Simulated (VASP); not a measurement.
# LiSc8 in VASP: a series of runs

The runs below take LiSc8 through single point, with PBE.

All numbers are computed with VASP 6.6.1; they aren't measurements. Logs are shortened: lines on timing, memory, paths and dates and some standing lists are left out, and cuts for length are marked.

**1. The cell of the first run**

The cell holds a slab with vacuum, 9 atoms: a = 6.639 Å, b = 5.163 Å, c = 19.113 Å, α = 90.00°, β = 90.00°, γ = 90.00°.

**2. Single point, PBE**

INCAR reads:

```
PREC = Accurate ; ENCUT = 520
EDIFF = 1E-7 ; ISMEAR = 0
SIGMA = 0.1 ; LREAL = False
LASPH = True ; NELM = 60
ALGO = Normal ; ISIF = 2
LWAVE = False ; LCHARG = False
LDIPOL = True ; IDIPOL = 3
DIPOL = 0.5 0.5 0.327 ; GGA = PE
NBANDS = 56
```

KPOINTS reads:

```
regular mesh
0
Gamma
  4 5 1
```

POSCAR reads:

```
LiSc8
1.0
    6.6389479791      0.0000000000      0.0000000000
    0.0000000000      5.1626219083      0.0000000000
    0.0000000000      0.0000000000     19.1132872497
Sc Li
8 1
Direct
    0.0000000000      0.7500000000      0.2092784955
    0.5000000000      0.7500000000      0.2092784955
    0.2500000000      0.2500000000      0.2594137541
    0.7500000000      0.2500000000      0.2594137541
    0.2500000000      0.7500000000      0.3452852846
    0.7500000000      0.7500000000      0.3452852846
    0.0000000000      0.2500000000      0.3983243254
    0.5000000000      0.2500000000      0.3983243254
    0.2500000000      0.5000000000      0.5141812029
```

Potentials or basis: VASP PAW PBE potentials, release 64 (Sc_sv, Li_sv).

Launch:

```console
cat potpaw_PBE.64/Sc_sv/POTCAR potpaw_PBE.64/Li_sv/POTCAR > POTCAR
mpirun -np 1 vasp_std > vasp.out
```

OUTCAR:

```text
PREC = Accurate
   ENCUT = 520
   EDIFF = 1E-7
   ISMEAR = 0
   LREAL = False
   LASPH = True
   NELM = 60
   ISIF = 2
   GGA = PE

 ion  position               nearest neighbor table
   1  0.000  0.750  0.209-   5 3.08   6 3.08   3 3.21   4 3.21   3 3.21   4 3.21   2 3.32   2 3.32

   2  0.500  0.750  0.209-   5 3.08   6 3.08   3 3.21   4 3.21   3 3.21   4 3.21   1 3.32   1 3.32

   3  0.250  0.250  0.259-   5 3.06   5 3.06   8 3.13   7 3.13   1 3.21   1 3.21   2 3.21   2 3.21
                             4 3.32   4 3.32
   4  0.750  0.250  0.259-   6 3.06   6 3.06   8 3.13   7 3.13   1 3.21   1 3.21   2 3.21   2 3.21
                             3 3.32   3 3.32
   5  0.250  0.750  0.345-   3 3.06   3 3.06   1 3.08   2 3.08   8 3.23   7 3.23   7 3.23   8 3.23
                             6 3.32   6 3.32
   6  0.750  0.750  0.345-   4 3.06   4 3.06   1 3.08   2 3.08   8 3.23   7 3.23   7 3.23   8 3.23
                             5 3.32   5 3.32
   7  0.000  0.250  0.398-   3 3.13   4 3.13   5 3.23   6 3.23   5 3.23   6 3.23   8 3.32   8 3.32

   8  0.500  0.250  0.398-   3 3.13   4 3.13   5 3.23   6 3.23   5 3.23   6 3.23   7 3.32   7 3.32

   9  0.250  0.500  0.514-

  LATTYP: Found a simple orthorhombic cell.
 ALAT       =     5.1626219083
 B/A-ratio  =     1.2859643989
 C/A-ratio  =     3.7022442451

  Lattice vectors:

 A1 = (   0.0000000000,  -5.1626219083,   0.0000000000)
 A2 = (   6.6389479791,   0.0000000000,   0.0000000000)
 A3 = (   0.0000000000,   0.0000000000,  19.1132872497)

Analysis of symmetry for initial positions (statically):
=====================================================================
 Subroutine PRICEL returns:
 Original cell was already a primitive cell.

 Routine SETGRP: Setting up the symmetry group for a
 simple orthorhombic supercell.

 Subroutine GETGRP returns: Found  2 space group operations
 (whereof  1 operations were pure point group operations)
 out of a pool of  8 trial point group operations.

The static configuration has the point symmetry C_1 .
 The point group associated with its full space group is C_1h.

Analysis of symmetry for dynamics (positions and initial velocities):
=====================================================================
 Subroutine PRICEL returns:
 Original cell was already a primitive cell.

 Routine SETGRP: Setting up the symmetry group for a
 simple orthorhombic supercell.

 Subroutine GETGRP returns: Found  2 space group operations
 (whereof  1 operations were pure point group operations)
 out of a pool of  8 trial point group operations.

The dynamic configuration has the point symmetry C_1 .
 The point group associated with its full space group is C_1h.

 Subroutine INISYM returns: Found  2 space group operations
 (whereof  1 operations are pure point group operations),
 and found     1 'primitive' translations

----------------------------------------------------------------------------------------

                                     Primitive cell

  volume of cell :     655.0960

  direct lattice vectors                    reciprocal lattice vectors
     6.638947979  0.000000000  0.000000000     0.150626274  0.000000000  0.000000000
     0.000000000  5.162621908  0.000000000     0.000000000  0.193700026  0.000000000
     0.000000000  0.000000000 19.113287250     0.000000000  0.000000000  0.052319624

  length of vectors
     6.638947979  5.162621908 19.113287250     0.150626274  0.193700026  0.052319624

  position of ions in fractional coordinates (direct lattice)
     0.000000000  0.750000000  0.209278496
     0.500000000  0.750000000  0.209278496
     0.250000000  0.250000000  0.259413754
     0.750000000  0.250000000  0.259413754
     0.250000000  0.750000000  0.345285285
     0.750000000  0.750000000  0.345285285
     0.000000000  0.250000000  0.398324325
     0.500000000  0.250000000  0.398324325
     0.250000000  0.500000000  0.514181203

  ion indices of the primitive-cell ions
   primitive index   ion index
                 1           1
                 2           2
                 3           3
                 4           4
                 5           5
                 6           6
                 7           7
                 8           8
                 9           9

----------------------------------------------------------------------------------------

 KPOINTS: regular mesh

Automatic generation of k-mesh.
 Grid dimensions read from file:
 generate k-points for:    4    5    1

 Generating k-lattice:

  Cartesian coordinates                     Fractional coordinates (reciprocal lattice)
     0.037656569  0.000000000  0.000000000     0.250000000  0.000000000  0.000000000
     0.000000000  0.038740005  0.000000000     0.000000000  0.200000000  0.000000000
     0.000000000  0.000000000  0.052319624     0.000000000  0.000000000  1.000000000

  Length of vectors
     0.037656569  0.038740005  0.052319624

  Shift w.r.t. Gamma in fractional coordinates (k-lattice)
     0.000000000  0.000000000  0.000000000

 Subroutine IBZKPT returns following result:
 ===========================================

 Found      9 irreducible k-points:

 Following reciprocal coordinates:
            Coordinates               Weight
  0.000000  0.000000  0.000000      1.000000
  0.250000  0.000000  0.000000      2.000000
  0.500000  0.000000  0.000000      1.000000
  0.000000  0.200000  0.000000      2.000000
  0.250000  0.200000  0.000000      4.000000
  0.500000  0.200000  0.000000      2.000000
  0.000000  0.400000  0.000000      2.000000
  0.250000  0.400000  0.000000      4.000000
  0.500000  0.400000  0.000000      2.000000
   k-points           NKPTS =      9   k-points in BZ     NKDIM =      9   number of bands    NBANDS=     56
   number of dos      NEDOS =    301   number of ions     NIONS =      9
   total plane-waves  NPLWV = 288000
   dimension x,y,z NGX =    50 NGY =   40 NGZ =  144
   dimension x,y,z NGXF=   100 NGYF=   80 NGZF=  288
   ions per type =               8   1
   NGX,Y,Z   is equivalent  to a cutoff of  12.52, 12.88, 12.53 a.u.
   NGXF,Y,Z  is equivalent  to a cutoff of  25.04, 25.76, 25.05 a.u.
 SYSTEM =  unknown system
   PREC   = accura    normal or accurate (medium, high low for compatibility)
   ISTART =      0    job   : 0-new  1-cont  2-samecut
   ICHARG =      2    charge: 1-file 2-atom 10-const
   ISPIN  =      1    spin polarized calculation?
   LNONCOLLINEAR =      F non collinear calculations
   LSORBIT =      F    spin-orbit coupling
   LASPH  =      T    aspherical Exc in radial PAW
   ENCUT  =  520.0 eV  38.22 Ry    6.18 a.u.  12.34  9.60 35.54*2*pi/ulx,y,z
   NELM   =     60;   NELMIN=  2; NELMDL= -5     # of ELM steps
   EDIFF  = 0.1E-06   stopping-criterion for ELM
   LREAL  =      F    real-space projection
   EDIFFG = 0.1E-05   stopping-criterion for IOM
   NSW    =      0    number of steps for IOM
   IBRION =     -1    ionic relax: 0-MD 1-quasi-New 2-CG
   NFREE  =      0    steps in history (QN), initial steepest desc. (CG)
   ISIF   =      2    stress and relaxation
   ISYM   =      2    0-nonsym 1-usesym 2-fastsym
   POTIM  = 0.5000    time-step for ionic-motion
   TEBEG  =    0.0;   TEEND  =   0.0 temperature during run
   PSTRESS=    0.0 pullay stress
   NELECT =      91.0000    total number of electrons
   NUPDOWN=      -1.0000    fix difference up-down
   EMIN   =  10.00;   EMAX   =-10.00  energy-range for DOS
   EFERMI =   0.00;   METHOD = LEGACY
   ISMEAR =     0;   SIGMA  =   0.10  broadening in eV -4-tet -1-fermi 0-gaus
   EFERMI_NEDOS =   21; number of points for ismear=-14 and -15
   IALGO  =     38    algorithm
   IMIX   =      4    mixing-type and parameters
     AMIX     =   0.40;   BMIX     =  1.00
     AMIX_MAG =   1.60;   BMIX_MAG =  1.00
  volume/ion in A,a.u.               =      72.79       491.20
  Fermi-wavevector in a.u.,A,eV,Ry     =   0.847852  1.602209  9.780601  0.718854
  Thomas-Fermi vector in A             =   1.963424
   LORBIT       =      0    0 simple, 1 ext, 2 COOP (PROOUT), +10 PAW based schemes
   GGA     = PE    functional components
   LHFCALC =     F    Hartree Fock is set to
   AEXX    =    0.0000 exact exchange contribution
   IVDW    =     0    specifies the selected vdW correction
   LEPSILON=     F    determine dielectric tensor
   LRPA    =     F    only Hartree local field effects (RPA)
 non-spin polarized calculation
 Gauss-broadening in eV      SIGMA  =   0.10
  energy-cutoff  :      520.00
  volume of cell :      655.10
 maximum number of plane-waves:     17709
 NGX is ok and might be reduce to    50
   NGX = 25   NGY = 19   NGZ = 71

 dipolmoment           0.000000      0.000000      0.045594 electrons x Angstroem

 number of electron      90.9999990 magnetization

 dipolmoment           0.000000      0.000000     -0.159761 electrons x Angstroem

 Free energy of the ion-electron system (eV)
  ---------------------------------------------------
  ext. energy  EPLUGINS =         0.00000000
  ---------------------------------------------------
  free energy    TOTEN  =       -46.93500363 eV

  energy without entropy =      -46.87053848  energy(sigma->0) =      -46.90277105

 E-fermi :  -0.7601     XC(G=0):  -4.2594

 val. band max:       -0.7680068645   @ k =   0.2500   0.2000   0.0000
 cond. band min:      -0.7541140715   @ k =   0.0000   0.4000   0.0000
 fundamental gap:      0.0138927930
 Fermi energy:        -0.7600597563

 k-point     1 :       0.0000    0.0000    0.0000
  band No.  band energies     occupation
      1     -50.5867      2.00000
      2     -50.5758      2.00000
      3     -50.5683      2.00000
      4     -50.5586      2.00000
      5     -50.1589      2.00000
      6     -50.1369      2.00000
[... 48 lines left out ...]
     55       0.5138      0.00000
     56       0.5665      0.00000

 k-point     2 :       0.2500    0.0000    0.0000
  band No.  band energies     occupation
      1     -50.5840      2.00000
      2     -50.5733      2.00000
      3     -50.5710      2.00000
      4     -50.5612      2.00000
      5     -50.1583      2.00000
      6     -50.1371      2.00000
[... 48 lines left out ...]
     55       0.3783      0.00000
     56       0.4898      0.00000

 k-point     3 :       0.5000    0.0000    0.0000
  band No.  band energies     occupation
      1     -50.5775      2.00000
      2     -50.5774      2.00000
      3     -50.5673      2.00000
      4     -50.5672      2.00000
      5     -50.1576      2.00000
      6     -50.1372      2.00000
[... 48 lines left out ...]
     55       0.2828      0.00000
     56       0.4097      0.00000

 k-point     4 :       0.0000    0.2000    0.0000
  band No.  band energies     occupation
      1     -50.5862      2.00000
      2     -50.5755      2.00000
      3     -50.5683      2.00000
      4     -50.5586      2.00000
      5     -50.1559      2.00000
      6     -50.1352      2.00000
[... 48 lines left out ...]
     55       0.4531      0.00000
     56       0.5847      0.00000

 k-point     5 :       0.2500    0.2000    0.0000
  band No.  band energies     occupation
      1     -50.5835      2.00000
      2     -50.5730      2.00000
      3     -50.5709      2.00000
      4     -50.5611      2.00000
      5     -50.1552      2.00000
      6     -50.1351      2.00000
[... 48 lines left out ...]
     55       0.3588      0.00000
     56       0.4044      0.00000

 k-point     6 :       0.5000    0.2000    0.0000
  band No.  band energies     occupation
      1     -50.5772      2.00000
      2     -50.5772      2.00000
      3     -50.5672      2.00000
      4     -50.5670      2.00000
      5     -50.1544      2.00000
      6     -50.1350      2.00000
[... 48 lines left out ...]
     55       0.2316      0.00000
     56       0.4013      0.00000

 k-point     7 :       0.0000    0.4000    0.0000
  band No.  band energies     occupation
      1     -50.5852      2.00000
      2     -50.5751      2.00000
      3     -50.5683      2.00000
      4     -50.5586      2.00000
      5     -50.1487      2.00000
      6     -50.1348      2.00000
[... 48 lines left out ...]
     55       0.3143      0.00000
     56       0.4696      0.00000

 k-point     8 :       0.2500    0.4000    0.0000
  band No.  band energies     occupation
      1     -50.5828      2.00000
      2     -50.5726      2.00000
      3     -50.5708      2.00000
      4     -50.5610      2.00000
      5     -50.1481      2.00000
      6     -50.1332      2.00000
[... 48 lines left out ...]
     55       0.2617      0.00000
     56       0.3272      0.00000

 k-point     9 :       0.5000    0.4000    0.0000
  band No.  band energies     occupation
      1     -50.5768      2.00000
      2     -50.5768      2.00000
      3     -50.5669      2.00000
      4     -50.5668      2.00000
      5     -50.1474      2.00000
      6     -50.1307      2.00000
[... 48 lines left out ...]
     55       0.0790      0.00000
     56       0.1960      0.00000

------------------------ aborting loop because EDIFF is reached ----------------------------------------

 vacuum level on the upper side and lower side of the slab       (xc-potential included)        -0.696         0.175

  FORCE on cell =-STRESS in cart. coord.  units (eV):
  Direction    XX          YY          ZZ          XY          YZ          ZX
  --------------------------------------------------------------------------------------
  -------------------------------------------------------------------------------------
  Total       -0.0211085     -2.9414879      0.1228990      0.0000000      1.4491664      0.0000000
  in kB       -0.0516253     -7.1940370      0.3005759      0.0000000      3.5442461      0.0000000
  external PRESSURE =      -2.3150288 kB  Pullay stress =       0.0000000 kB

 VOLUME and BASIS-vectors are now :
 -----------------------------------------------------------------------------
  energy-cutoff  :      520.00
  volume of cell :      655.10
      direct lattice vectors                 reciprocal lattice vectors
     6.638947979  0.000000000  0.000000000     0.150626274  0.000000000  0.000000000
     0.000000000  5.162621908  0.000000000     0.000000000  0.193700026  0.000000000
     0.000000000  0.000000000 19.113287250     0.000000000  0.000000000  0.052319624

 POSITION                                       TOTAL-FORCE (eV/Angst)
 -----------------------------------------------------------------------------------
      0.00000      3.87197      4.00000        -0.048616     -0.014745     -0.198364
      3.31947      3.87197      4.00000         0.048616     -0.014745     -0.198364
      1.65974      1.29066      4.95825         0.000000      0.019942      0.136758
      4.97921      1.29066      4.95825         0.000000      0.026361      0.201274
      1.65974      3.87197      6.59954         0.000000     -0.139894      0.339231
      4.97921      3.87197      6.59954         0.000000     -0.062423      0.029071
      0.00000      1.29066      7.61329         0.099199     -0.191902     -0.167620
      3.31947      1.29066      7.61329        -0.099199     -0.191902     -0.167620
      1.65974      2.58131      9.82769         0.000000      0.569309      0.025636
 -----------------------------------------------------------------------------------
    total drift:                               -0.000000     -0.000069     -0.000160

  FREE ENERGIE OF THE ION-ELECTRON SYSTEM (eV)
  ---------------------------------------------------
  free  energy   TOTEN  =       -46.9350036317 eV

  energy  without entropy=      -46.8705384759  energy(sigma->0) =      -46.90277105

 vacuum level on the upper side and lower side of the slab         1.511         2.406
```

It took 24 min on 1 thread of Intel Xeon 8259CL, shared host; peak memory 0.71 GiB.

What came out:

- Free energy: -46.9350 eV
- Largest force: 0.570 eV/Å
- Band gap on the k mesh: zero (an odd number of electrons rules out a gap without spin polarisation)

Forces on the atoms (eV/Å):
```
Sc  -0.049 -0.015 -0.198
Sc   0.049 -0.015 -0.198
Sc   0.000  0.020  0.137
Sc   0.000  0.026  0.201
Sc   0.000 -0.140  0.339
Sc   0.000 -0.062  0.029
Sc   0.099 -0.192 -0.168
Sc  -0.099 -0.192 -0.168
Li   0.000  0.569  0.026
```

Levels at points of the mesh, in eV from the Fermi level:
```tsv
k point	band 42	band 43	band 44	band 45	band 46	band 47	band 48	band 49
(0.00, 0.00, 0.00)	-0.65	-0.56	-0.41	-0.31	-0.20	0.04	0.12	0.31
(0.50, 0.00, 0.00)	-0.54	-0.48	-0.43	-0.32	0.04	0.25	0.28	0.29
```

Caveat: the cutoff is under 1.25 times the usual one of these potentials, so pressure, stress and relaxed cells hold a basis-set (Pulay) error.

**3. Single point, PBE**

INCAR reads:

```
SYSTEM = LiSc8
ALGO     = Normal         ! electronic algorithm
DIPOL    = 0.5 0.5 0.330
EDIFF    = 1E-6           ! SCF threshold, eV
ENCUT    = 520            ! plane-wave cutoff, eV
GGA      = PE             ! functional
IDIPOL   = 3            
ISIF     = 2              ! what is computed and relaxed
ISMEAR   = 0              ! smearing method
LASPH    = .TRUE.         ! aspherical terms in the spheres
LCHARG   = .FALSE.        ! write CHGCAR
LDIPOL   = .TRUE.       
LREAL    = .FALSE.        ! projectors in reciprocal space
LWAVE    = .FALSE.        ! write WAVECAR
NBANDS   = 56             ! bands
NELM     = 100            ! most SCF steps
PREC     = Accurate       ! precision mode
SIGMA    = 0.1            ! smearing width, eV
```

KPOINTS reads:

```
k-points
0
G
  4 5 1
  0 0 0
```

Changes to POSCAR since step 2:

```diff
@@ -16,2 +16,2 @@
     0.5000000000      0.2500000000      0.3983243254
-    0.2500000000      0.5000000000      0.5141812029
+    0.0000000000      0.3750000000      0.5484017968
```

Potentials or basis: VASP PAW PBE potentials, release 64 (Sc_sv, Li_sv).

Launch:

```console
cat potpaw_PBE.64/Sc_sv/POTCAR potpaw_PBE.64/Li_sv/POTCAR > POTCAR
mpirun -np 1 vasp_std > vasp.out
```

It took 21 min on 1 thread of Intel Xeon 8259CL, shared host; peak memory 0.71 GiB.

It converged, with:

| Item | Value |
| --- | --- |
| Free energy | -46.4273 eV |
| Largest force | 0.621 eV/Å |
| Band gap on the k mesh | zero (an odd number of electrons rules out a gap without spin polarisation) |

Forces in eV/Å, atoms in the order of the input:
```
Sc   0.000 -0.013 -0.145
Sc   0.000 -0.005 -0.167
Sc   0.013  0.012  0.220
Sc  -0.013  0.012  0.220
Sc   0.019 -0.058  0.115
Sc  -0.019 -0.058  0.115
Sc   0.000 -0.182 -0.593
Sc   0.000  0.021  0.232
Li   0.000  0.269  0.004
```

Levels at points of the mesh, in eV from the Fermi level:
```tsv
k point	band 41	band 42	band 43	band 44	band 45	band 46	band 47	band 48	band 49	band 50
(0.00, 0.00, 0.00)	-0.73	-0.58	-0.56	-0.41	-0.30	-0.19	0.02	0.15	0.25	0.48
(0.50, 0.00, 0.00)	-0.62	-0.55	-0.49	-0.46	-0.31	0.01	0.17	0.27	0.29	0.40
```

Caveat: the cutoff is under 1.25 times the usual one of these potentials, so pressure, stress and relaxed cells hold a basis-set (Pulay) error.

The gap in the log of VASP goes by the Fermi energy; the results here count the filled bands.